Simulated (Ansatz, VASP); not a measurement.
# Two plane-wave programs on SnTe

INCAR

```
PREC     = Accurate       # precision mode
ENCUT    = 520            # plane-wave cutoff, eV
EDIFF    = 1E-7           # SCF threshold, eV
ISMEAR   = 0              # smearing method
SIGMA    = 0.02           # smearing width, eV
LREAL    = False          # projectors in reciprocal space
LASPH    = True           # aspherical terms in the spheres
NELM     = 100            # most SCF steps
ALGO     = Normal         # electronic algorithm
ISIF     = 2              # what is computed and relaxed
LWAVE    = False          # write WAVECAR
LCHARG   = True           # write CHGCAR
GGA      = PE             # functional
IVDW     = 12             # dispersion correction
LELF     = True           # ELF
LVHAR    = True         
NBANDS   = 17             # bands
```

The input KPOINTS:

```
Automatic mesh
0
Gamma
  12 12 12
```

The input POSCAR:

```
SnTe
1.0
    2.2300857429      1.2875406040      3.6441072326
   -2.2300857429      1.2875406040      3.6441072326
    0.0000000000     -2.5750812080      3.6441072326
Sn Te
1 1
Direct
    1.0102120099      1.0102120099      1.0102120099
    0.5107879901      0.5107879901      0.5107879901
```

Input for Ansatz:

```yaml
crystal:
  lattice:
    - [2.2300857429, 1.287540604, 3.6441072326]
    - [-2.2300857429, 1.287540604, 3.6441072326]
    - [0.0, -2.575081208, 3.6441072326]
  atoms:
    - { symbol: Sn, position: [1.0102120099, 1.0102120099, 1.0102120099] }
    - { symbol: Te, position: [0.5107879901, 0.5107879901, 0.5107879901] }
basis:
  ecutwfc: 420
kpoints:
  mp_grid: { grid: [12, 12, 12] }
  band_path: { path: [VBM, CBM], npoints: 2 }
hamiltonian:
  xc: pbe
  dispersion: d3bj
scf:
  occupations: { method: gaussian, width: 0.02 }
output:
  forces: true
  stress: true
  eigenvalues: true
```

Alike in both runs: task single point; functional PBE; dispersion D3(BJ); k mesh 12 × 12 × 12; occupations gaussian, width 0.02 eV; no spin polarisation.

|  | VASP | Ansatz |
| --- | --- | --- |
| version | VASP 6.6.1 | Ansatz 0.2.0 |
| potentials or method | VASP PAW PBE potentials, release 64 (Sn_d, Te), cutoff 520 eV | scalar-relativistic, plane waves, PAW |
| valence electrons in the cell | 20 | 30 |

|  | VASP | Ansatz | Ansatz less VASP |
| --- | --- | --- | --- |
| gap on the k mesh at the Fermi level (eV) | 0.08 | 0.08 | -0.001 |
| least direct gap on the mesh (eV) | 0.09 | 0.08 | -0.001 |
| pressure (GPa) | -0.1 | 0.0 | +0.07 |

VASP's potentials hold 20 valence electrons a cell and Ansatz's 30, so a difference there can come from the potentials and not from the codes.

Spin-orbit coupling is off throughout.
